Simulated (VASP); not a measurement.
Set up this calculation in VASP 6.6.1, as the native input.

- Task: single point
- Functional: PBEsol
- Potentials or basis: VASP PAW PBE potentials, release 64 (Pd)
- Cutoff: 520 eV
- k mesh: 24 × 24 × 24
- Occupations: gaussian, width 0.15 eV
- Spin: no spin polarisation
- Dipole correction: no
- Further INCAR settings: ALGO = Fast; EDIFF = 1e-06; NBANDS = 11

The structure of Pd lies in POSCAR:

```
Pd
1.0
    0.0000000000      1.7327961453      2.4501737494
    1.7327961453      0.0000000000      2.4501737494
    1.7327961453      1.7327961453      0.0000000000
Pd
1
Direct
    0.0000000000      0.0000000000      0.0000000000
```

This cell differs from its parent crystal: ratio of the length along z to the lengths across it x 1.414, volume and fractional coordinates fixed.

One way to write it, as run:

INCAR

```
ALGO = Fast
EDIFF = 1E-6
ENCUT = 520
GGA = PS
ISIF = 2
ISMEAR = 0
LASPH = True
LCHARG = False
LREAL = False
LWAVE = False
NBANDS = 11
NELM = 100
PREC = Accurate
SIGMA = 0.15
```

KPOINTS

```
k-points
0
Gamma
  24 24 24
```

Potentials or basis: VASP PAW PBE potentials, release 64 (Pd).

Command:

```bash
$ cat potpaw_PBE.64/Pd/POTCAR > POTCAR
$ mpirun -np 1 vasp_std > vasp.out
```

Results of the run:

The pressure is 12.8 GPa. The band gap on the k mesh is zero (bands 5 and 6 overlap by 2.96 eV).

Caveat: the cell stands under pressure; the PAW data sets were made with another functional, which shifts forces and pressure a little.

It took 80 s on 1 thread of Intel(R) Xeon(R) Platinum 8488C (Sapphire Rapids) (shared host), peak memory 0.28 GiB.
